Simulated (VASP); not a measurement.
# WS2 (Pm) in VASP: single point with PBE+D3(BJ)

Aim: the single point of WS2 with PBE+D3(BJ).

All numbers are computed with VASP 6.6.1; they aren't measurements. Logs are shortened: lines on timing, memory, paths and dates and some standing lists are left out, and cuts for length are marked.

## Step 1: The cell of the first run

It takes space group Pm (No. 6, monoclinic). The conventional cell has a = 3.154 Å, b = 12.140 Å, c = 3.154 Å, α = 90.00°, β = 120.00°, γ = 90.00°. Within 3.2 Å of W (site symmetry m) lie 6 S at 2.39 to 2.43 Å and 6 W at 3.15 Å. Within 3.2 Å of W (site symmetry m) lie 6 S at 2.41 Å and 6 W at 3.15 Å. Within 3.2 Å of S (site symmetry 1) lie 3 W at 2.41 Å and 7 S at 3.15 Å. S (site symmetry 1) has 3 W at 2.39 to 2.43 Å and 7 S at 3.15 Å within 3.2 Å.

## Step 2: Single point, PBE+D3(BJ) (atoms displaced along a vibrational mode)

File INCAR:

```
  ALGO = Normal
  EDIFF = 1E-6
  ENCUT = 520
  GGA = PE
  ISIF = 2
  ISMEAR = 0
  IVDW = 12
  LASPH = T
  LCHARG = F
  LREAL = F
  LWAVE = F
  NBANDS = 35
  NELM = 100
  PREC = Accurate
  SIGMA = 0.05
```

File KPOINTS:

```
k-points
0
Gamma
  12 12 4
```

File POSCAR:

```
WS2
1.0
    3.1542061832      0.0000000000      0.0000000000
   -1.5771030916      2.7316226834      0.0000000000
    0.0000000000      0.0000000000     12.1399091344
W S
2 4
Direct
    0.3305853553      0.6666666667      0.2500000000
    0.6666586796      0.3333333333      0.7500000000
    0.3333091030      0.6666666667      0.6202874207
    0.6745925911      0.3333333333      0.1202874207
    0.3333091030      0.6666666667      0.8797125793
    0.6745925911      0.3333333333      0.3797125793
```

Potentials or basis: VASP PAW PBE potentials, release 64 (W_sv, S).

Launch:

```bash
$ cat potpaw_PBE.64/W_sv/POTCAR potpaw_PBE.64/S/POTCAR > POTCAR
$ mpirun -np 1 vasp_std > vasp.out
```

OUTCAR:

```text
EDIFF = 1E-6
   ENCUT = 520
   GGA = PE
   ISIF = 2
   ISMEAR = 0
   IVDW = 12
   LASPH = T
   LREAL = F
   NELM = 100
   PREC = Accurate
 IVDW          = 12

 ion  position               nearest neighbor table
   1  0.331  0.667  0.250-   4 2.39   6 2.39   4 2.41   6 2.41   4 2.43   6 2.43
   2  0.667  0.333  0.750-   3 2.41   5 2.41   3 2.41   5 2.41   3 2.41   5 2.41
   3  0.333  0.667  0.620-   2 2.41   2 2.41   2 2.41
   4  0.675  0.333  0.120-   1 2.39   1 2.41   1 2.43
   5  0.333  0.667  0.880-   2 2.41   2 2.41   2 2.41
   6  0.675  0.333  0.380-   1 2.39   1 2.41   1 2.43

  LATTYP: Found a hexagonal cell.
 ALAT       =     3.1542061832
 C/A-ratio  =     3.8488001194

  Lattice vectors:

 A1 = (   3.1542061832,   0.0000000000,   0.0000000000)
 A2 = (  -1.5771030916,   2.7316226834,   0.0000000000)
 A3 = (   0.0000000000,   0.0000000000,  12.1399091344)

Analysis of symmetry for initial positions (statically):
=====================================================================
 Subroutine PRICEL returns:
 Original cell was already a primitive cell.

 Routine SETGRP: Setting up the symmetry group for a
 hexagonal supercell.

 Subroutine GETGRP returns: Found  2 space group operations
 (whereof  1 operations were pure point group operations)
 out of a pool of 24 trial point group operations.

The static configuration has the point symmetry C_1 .
 The point group associated with its full space group is C_1h.

Analysis of symmetry for dynamics (positions and initial velocities):
=====================================================================
 Subroutine PRICEL returns:
 Original cell was already a primitive cell.

 Routine SETGRP: Setting up the symmetry group for a
 hexagonal supercell.

 Subroutine GETGRP returns: Found  2 space group operations
 (whereof  1 operations were pure point group operations)
 out of a pool of 24 trial point group operations.

The dynamic configuration has the point symmetry C_1 .
 The point group associated with its full space group is C_1h.

 Subroutine INISYM returns: Found  2 space group operations
 (whereof  1 operations are pure point group operations),
 and found     1 'primitive' translations

----------------------------------------------------------------------------------------

                                     Primitive cell

  volume of cell :     104.5987

  direct lattice vectors                    reciprocal lattice vectors
     3.154206183  0.000000000  0.000000000     0.317036979  0.183041385  0.000000000
    -1.577103092  2.731622683  0.000000000     0.000000000  0.366082771  0.000000000
     0.000000000  0.000000000 12.139909134     0.000000000  0.000000000  0.082372939

  length of vectors
     3.154206183  3.154206183 12.139909134     0.366082771  0.366082771  0.082372939

  position of ions in fractional coordinates (direct lattice)
     0.330585355  0.666666667  0.250000000
     0.666658680  0.333333333  0.750000000
     0.333309103  0.666666667  0.620287421
     0.674592591  0.333333333  0.120287421
     0.333309103  0.666666667  0.879712579
     0.674592591  0.333333333  0.379712579

  ion indices of the primitive-cell ions
   primitive index   ion index
                 1           1
                 2           2
                 3           3
                 4           4
                 5           5
                 6           6

----------------------------------------------------------------------------------------

 KPOINTS: k-points

Automatic generation of k-mesh.
 Grid dimensions read from file:
 generate k-points for:   12   12    4

 Generating k-lattice:

  Cartesian coordinates                     Fractional coordinates (reciprocal lattice)
     0.026419748  0.015253449  0.000000000     0.083333333  0.000000000  0.000000000
     0.000000000  0.030506898  0.000000000     0.000000000  0.083333333  0.000000000
     0.000000000  0.000000000  0.020593235     0.000000000  0.000000000  0.250000000

  Length of vectors
     0.030506898  0.030506898  0.020593235

  Shift w.r.t. Gamma in fractional coordinates (k-lattice)
     0.000000000  0.000000000  0.000000000

 Subroutine IBZKPT returns following result:
 ===========================================

 Found    222 irreducible k-points:

 Following reciprocal coordinates:
            Coordinates               Weight
  0.000000  0.000000  0.000000      1.000000
  0.083333 -0.000000  0.000000      2.000000
  0.000000  0.083333  0.000000      2.000000
 -0.083333  0.083333  0.000000      2.000000
  0.166667 -0.000000  0.000000      2.000000
  0.000000  0.166667  0.000000      2.000000
[... 16 lines left out ...]
  0.166667  0.083333  0.000000      2.000000
 -0.083333  0.250000  0.000000      2.000000
 [... further k-points ...]
   k-points           NKPTS =    222   k-points in BZ     NKDIM =    222   number of bands    NBANDS=     35
   number of dos      NEDOS =    301   number of ions     NIONS =      6
   total plane-waves  NPLWV =  51840
   dimension x,y,z NGX =    24 NGY =   24 NGZ =   90
   dimension x,y,z NGXF=    48 NGYF=   48 NGZF=  180
   ions per type =               2   4
   NGX,Y,Z   is equivalent  to a cutoff of  12.65, 12.65, 12.32 a.u.
   NGXF,Y,Z  is equivalent  to a cutoff of  25.30, 25.30, 24.65 a.u.
 SYSTEM =  unknown system
   PREC   = accura    normal or accurate (medium, high low for compatibility)
   ISTART =      0    job   : 0-new  1-cont  2-samecut
   ICHARG =      2    charge: 1-file 2-atom 10-const
   ISPIN  =      1    spin polarized calculation?
   LNONCOLLINEAR =      F non collinear calculations
   LSORBIT =      F    spin-orbit coupling
   LASPH  =      T    aspherical Exc in radial PAW
   ENCUT  =  520.0 eV  38.22 Ry    6.18 a.u.   5.86  5.86 22.57*2*pi/ulx,y,z
   NELM   =    100;   NELMIN=  2; NELMDL= -5     # of ELM steps
   EDIFF  = 0.1E-05   stopping-criterion for ELM
   LREAL  =      F    real-space projection
   EDIFFG = 0.1E-04   stopping-criterion for IOM
   NSW    =      0    number of steps for IOM
   IBRION =     -1    ionic relax: 0-MD 1-quasi-New 2-CG
   NFREE  =      0    steps in history (QN), initial steepest desc. (CG)
   ISIF   =      2    stress and relaxation
   ISYM   =      2    0-nonsym 1-usesym 2-fastsym
   POTIM  = 0.5000    time-step for ionic-motion
   TEBEG  =    0.0;   TEEND  =   0.0 temperature during run
   PSTRESS=    0.0 pullay stress
   NELECT =      52.0000    total number of electrons
   NUPDOWN=      -1.0000    fix difference up-down
   EMIN   =  10.00;   EMAX   =-10.00  energy-range for DOS
   EFERMI =   0.00;   METHOD = LEGACY
   ISMEAR =     0;   SIGMA  =   0.05  broadening in eV -4-tet -1-fermi 0-gaus
   EFERMI_NEDOS =   21; number of points for ismear=-14 and -15
   IALGO  =     38    algorithm
   IMIX   =      4    mixing-type and parameters
     AMIX     =   0.40;   BMIX     =  1.00
     AMIX_MAG =   1.60;   BMIX_MAG =  1.00
  volume/ion in A,a.u.               =      17.43       117.64
  Fermi-wavevector in a.u.,A,eV,Ry     =   1.296882  2.450752 22.883686  1.681903
  Thomas-Fermi vector in A             =   2.428310
   LORBIT       =      0    0 simple, 1 ext, 2 COOP (PROOUT), +10 PAW based schemes
   GGA     = PE    functional components
   LHFCALC =     F    Hartree Fock is set to
   AEXX    =    0.0000 exact exchange contribution
   IVDW    =    12    specifies the selected vdW correction
   LEPSILON=     F    determine dielectric tensor
   LRPA    =     F    only Hartree local field effects (RPA)
 non-spin polarized calculation
 Gauss-broadening in eV      SIGMA  =   0.05
  energy-cutoff  :      520.00
  volume of cell :      104.60
 maximum number of plane-waves:      2841
   NGX = 11   NGY = 11   NGZ = 45

 number of electron      51.9999999 magnetization

 Free energy of the ion-electron system (eV)
  ---------------------------------------------------
  ext. energy  EPLUGINS =         0.00000000
  ---------------------------------------------------
  free energy    TOTEN  =       -47.17702646 eV

  energy without entropy =      -47.17702646  energy(sigma->0) =      -47.17702646

 E-fermi :   7.9661     XC(G=0): -11.0785

 val. band max:        7.7303651949   @ k =   0.0000   0.0000   0.0000
 cond. band min:       8.6210077700   @ k =  -0.1667   0.3333   0.0000
 fundamental gap:      0.8906425751
 Fermi energy:         7.9660506622

 k-point     1 :       0.0000    0.0000    0.0000
  band No.  band energies     occupation
      1     -66.9192      2.00000
      2     -66.9183      2.00000
      3     -31.1767      2.00000
      4     -31.1766      2.00000
      5     -31.0008      2.00000
      6     -30.9987      2.00000
[... 27 lines left out ...]
     34      10.2807      0.00000
     35      12.4969      0.00000

 k-point     2 :       0.0833   -0.0000    0.0000
  band No.  band energies     occupation
      1     -66.9179      2.00000
      2     -66.9170      2.00000
      3     -31.1722      2.00000
      4     -31.1721      2.00000
      5     -31.0256      2.00000
      6     -31.0237      2.00000
[... 27 lines left out ...]
     34      10.2255      0.00000
     35      13.0339      0.00000

 k-point     3 :       0.0000    0.0833    0.0000
  band No.  band energies     occupation
      1     -66.9179      2.00000
      2     -66.9170      2.00000
      3     -31.1722      2.00000
      4     -31.1721      2.00000
      5     -31.0237      2.00000
      6     -31.0235      2.00000
[... 27 lines left out ...]
     34      10.3122      0.00000
     35      13.0549      0.00000
[... 723 lines left out ...]
 k-point    23 :       0.1667    0.0833    0.0000
  band No.  band energies     occupation
      1     -66.9114      2.00000
      2     -66.9105      2.00000
      3     -31.1490      2.00000
      4     -31.1488      2.00000
      5     -31.1485      2.00000
      6     -31.1453      2.00000
[... 27 lines left out ...]
     34      11.3331      0.00000
     35      14.7149      0.00000

 k-point    24 :      -0.0833    0.2500    0.0000
  band No.  band energies     occupation
      1     -66.9114      2.00000
      2     -66.9105      2.00000
      3     -31.1493      2.00000
      4     -31.1490      2.00000
      5     -31.1452      2.00000
      6     -31.1422      2.00000
[... 27 lines left out ...]
     34      11.3584      0.00000
     35      14.7225      0.00000

 [... further k-points ...]

------------------------ aborting loop because EDIFF is reached ----------------------------------------

 Edisp (eV)   -2.61078

 E8    (eV) :    -1.0972

  FORCE on cell =-STRESS in cart. coord.  units (eV):
  Direction    XX          YY          ZZ          XY          YZ          ZX
  --------------------------------------------------------------------------------------
  -------------------------------------------------------------------------------------
  Total      -0.01595    -0.01217     0.01922     0.24599     0.00000     0.00000
  in kB      -0.24425    -0.18642     0.29444     3.76794     0.00000     0.00000
  external pressure =       -0.05 kB  Pullay stress =        0.00 kB

 VOLUME and BASIS-vectors are now :
 -----------------------------------------------------------------------------
  energy-cutoff  :      520.00
  volume of cell :      104.60
      direct lattice vectors                 reciprocal lattice vectors
     3.154206183  0.000000000  0.000000000     0.317036979  0.183041385  0.000000000
    -1.577103092  2.731622683  0.000000000     0.000000000  0.366082771  0.000000000
     0.000000000  0.000000000 12.139909134     0.000000000  0.000000000  0.082372939

 POSITION                                       TOTAL-FORCE (eV/Angst)
 -----------------------------------------------------------------------------------
     -0.00867      1.82108      3.03498         0.718439      0.005861      0.000000
      1.57708      0.91054      9.10493         0.001605      0.000055      0.000000
     -0.00008      1.82108      7.53023         0.001388     -0.000023     -0.001699
      1.60210      0.91054      1.46028        -0.361409     -0.002935     -0.016289
     -0.00008      1.82108     10.67963         0.001388     -0.000023      0.001699
      1.60210      0.91054      4.60968        -0.361409     -0.002935      0.016289
 -----------------------------------------------------------------------------------
    total drift:                               -0.000057      0.000011      0.000000

  FREE ENERGIE OF THE ION-ELECTRON SYSTEM (eV)
  ---------------------------------------------------
  free  energy   TOTEN  =       -49.7878105929 eV

  energy  without entropy=      -49.7878105929  energy(sigma->0) =      -49.78781059
```

Wall time 8.8 min (1 thread of Intel Xeon Platinum 8488C (Sapphire Rapids), shared host); peak memory 0.69 GiB.

Results:

```
Free energy                : -49.7878 eV
Pressure                   : 0.0 GPa
Largest force              : 0.718 eV/Å
Band gap on the k mesh     : 0.89 eV (least direct gap 1.83 eV)
Dispersion energy per atom : -0.435 eV
```

Forces on the atoms (eV/Å):
```
W    0.718  0.006  0.000
W    0.002  0.000  0.000
S    0.001  0.000 -0.002
S   -0.361 -0.003 -0.016
S    0.001  0.000  0.002
S   -0.361 -0.003  0.016
```

Stress tensor (GPa, compression positive):
```
-0.02  0.38  0.00
 0.38 -0.02  0.00
 0.00  0.00  0.03
```

Levels at points of the mesh, in eV from the valence-band top:
```tsv
k point	band 24	band 25	band 26	band 27	band 28	band 29
(0.00, 0.00, 0.00)	-1.42	-1.28	0.00	2.09	2.23	2.27
(0.50, 0.00, 0.00)	-1.84	-1.75	-1.57	2.27	2.33	2.56
(0.00, 0.50, 0.00)	-1.84	-1.72	-1.52	2.29	2.34	2.55
(0.50, 0.50, 0.00)	-1.80	-1.73	-1.52	2.29	2.35	2.53
(0.00, 0.00, 0.50)	-2.08	-0.31	-0.31	2.08	2.23	2.26
(0.50, 0.00, 0.50)	-1.90	-1.68	-1.65	2.29	2.31	2.74
(0.00, 0.50, 0.50)	-1.90	-1.65	-1.59	2.31	2.31	2.74
(0.50, 0.50, 0.50)	-1.90	-1.65	-1.58	2.31	2.33	2.74
```

Caveat: the cell differs from its parent crystal (atoms displaced along a vibrational mode); spin-orbit coupling is left out, which moves the levels of the heavy elements.
